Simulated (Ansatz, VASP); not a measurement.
## Two plane-wave programs on YMn2

```
Y Mn
1.0
     0.00000    3.22307    3.22307
     3.22307    0.00000    3.22307
     3.22307    3.22307    0.00000
Y Mn
1 2
Direct
  0.00000 0.00000 0.00000
  0.50000 0.50000 0.50000
  0.75000 0.75000 0.75000
```

Alike in both runs: functional PBE; k mesh 12 × 12 × 12; occupations gaussian, width 0.1 eV; collinear spin.

Ansatz relaxed the structure, and its values are those at the end. VASP's run is a single point on that final structure, the one shown.

```csv
,VASP,Ansatz
version,VASP 6.6.1,Ansatz 0.2.0
potentials or method,"VASP PAW PBE potentials, release 64 (Y_sv, Mn_pv), cutoff 520 eV","scalar-relativistic, plane waves, PAW"
valence electrons in the cell,37,41
```

VASP gave:

```
gap on the k mesh at the Fermi level (eV)                     : none
pressure (GPa)                                                : 0.0
net moment per atom (μB)                                      : 2.18
size of the moment on the site where the two differ most (μB) : 0.25
```

**Question.** What did Ansatz give for the same quantities?

**Answer.** gap on the k mesh at the Fermi level (eV): none; pressure (GPa): 0.0; net moment per atom (μB): 2.18; size of the moment on the site where the two differ most (μB): 0.17.

Site moments also hang on the region over which each program counts them. A gap of «none» marks a metal or a gap that the smearing closes. VASP's potentials hold 37 valence electrons a cell and Ansatz's 41, so a difference there can come from the potentials and not from the codes.
